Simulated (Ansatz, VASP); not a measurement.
# SiO2: VASP beside Ansatz

File INCAR:

```
SYSTEM = SiO2
ALGO = Normal
EDIFF = 1E-7
ENCUT = 520
ISIF = 2
ISMEAR = 0
LASPH = .TRUE.
LCHARG = .TRUE.
LELF = .TRUE.
LREAL = .FALSE.
LVHAR = .TRUE.
LWAVE = .FALSE.
NBANDS = 44
NELM = 100
PREC = Accurate
SIGMA = 0.01
```

The input KPOINTS:

```
k-points
0
G
  6 6 6
  0 0 0
```

File POSCAR:

```
SiO2
1.0
    0.0000000000      4.6986710264      7.3419730999
    2.3471506475      0.0000000000      7.3419730999
    2.3471506475      4.6986710264      0.0000000000
Si O
4 8
Direct
    0.5630813198      0.5630813198      0.9369186802
    0.3130813198      0.3130813198      0.6869186802
    0.6869186802      0.6869186802      0.3130813198
    0.9369186802      0.9369186802      0.5630813198
    0.6250000000      0.1250000000      0.6250000000
    0.6250000000      0.6250000000      0.1250000000
    0.6250000000      0.6250000000      0.6250000000
    0.1250000000      0.6250000000      0.6250000000
    0.1856413953      0.8143586047      0.1856413953
    0.8143586047      0.1856413953      0.8143586047
    0.4356413953      0.0643586047      0.4356413953
    0.0643586047      0.4356413953      0.0643586047
```

Input for Ansatz:

```yaml
crystal:
  lattice:
    - [0.0, 4.6986710264, 7.3419730999]
    - [2.3471506475, 0.0, 7.3419730999]
    - [2.3471506475, 4.6986710264, 0.0]
  atoms:
    - { symbol: Si, position: [0.5630813198, 0.5630813198, 0.9369186802] }
    - { symbol: Si, position: [0.3130813198, 0.3130813198, 0.6869186802] }
    - { symbol: Si, position: [0.6869186802, 0.6869186802, 0.3130813198] }
    - { symbol: Si, position: [0.9369186802, 0.9369186802, 0.5630813198] }
    - { symbol: O, position: [0.625, 0.125, 0.625] }
    - { symbol: O, position: [0.625, 0.625, 0.125] }
    - { symbol: O, position: [0.625, 0.625, 0.625] }
    - { symbol: O, position: [0.125, 0.625, 0.625] }
    - { symbol: O, position: [0.1856413953, 0.8143586047, 0.1856413953] }
    - { symbol: O, position: [0.8143586047, 0.1856413953, 0.8143586047] }
    - { symbol: O, position: [0.4356413953, 0.0643586047, 0.4356413953] }
    - { symbol: O, position: [0.0643586047, 0.4356413953, 0.0643586047] }
basis:
  ecutwfc: 420
kpoints:
  mp_grid: { grid: [6, 6, 6] }
hamiltonian:
  xc: lda
scf:
  occupations: { method: gaussian, width: 0.01 }
  n_extra_bands: 48
output:
  eigenvalues: true
  optics: { e_range: [0, 14], sigma: 0.1, nscf_kmesh: { grid: [10, 10, 10] } }
checkpoint:
  read: start.run
  write: ck
  compress: false
  write_wavefunctions: false
  write_every: 100000
```

Alike in both runs: task single point; functional LDA; k mesh 6 × 6 × 6; occupations gaussian, width 0.01 eV; no spin polarisation.

|  | VASP | Ansatz |
| --- | --- | --- |
| version | VASP 6.6.1 | Ansatz 0.2.0 |
| potentials or method | VASP PAW LDA potentials, release 64 (Si, O), cutoff 520 eV | scalar-relativistic, plane waves, PAW |
| valence electrons in the cell | 64 | 64 |

```csv
,VASP,Ansatz,Ansatz less VASP
gap on the k mesh at the Fermi level (eV),5.60,5.60,-0.002
least direct gap on the mesh (eV),5.60,5.60,-0.002
```

LDA's correlation is that of Perdew and Zunger in VASP and of Perdew and Wang (1992) in Ansatz.
